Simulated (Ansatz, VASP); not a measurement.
## Gd in VASP and in Ansatz

```
Gd
1.0
     3.58686    0.00000    0.00000
    -1.79343    3.10631    0.00000
     0.00000    0.00000    5.70445
Gd
2
Direct
  0.66667 0.33333 0.75000
  0.33333 0.66667 0.25000
```

Alike in both runs: task single point; functional r2SCAN; k mesh 8 × 8 × 5; occupations fermi-dirac, width 0.05 eV; collinear spin.

```csv
,VASP,Ansatz
version,VASP 6.6.1,Ansatz 0.2.0
potentials or method,"VASP PAW PBE potentials, release 64 (Gd)",Ansatz PAW
plane-wave cutoff (eV),520,500
valence electrons in the cell,36,36
```

```csv
,VASP,Ansatz,Ansatz less VASP
gap on the k mesh at the Fermi level (eV),none,none,-
pressure (GPa),2.6,2.7,+0.07
"traceless stress, the component that is largest in VASP (GPa)",0.66,0.67,+0.011
net moment per atom (μB),7.93,7.93,+0.003
size of the moment on the site where the two differ most (μB),7.09,7.57,+0.478
```

VASP's potentials were made for PBE, not for r2SCAN. Site moments also hang on the region over which each program counts them. A gap of «none» marks a metal or a gap that the smearing closes.

Neither program's run includes spin-orbit coupling. Noted on Ansatz's run: the magnetic or orbital state may not be the lowest.
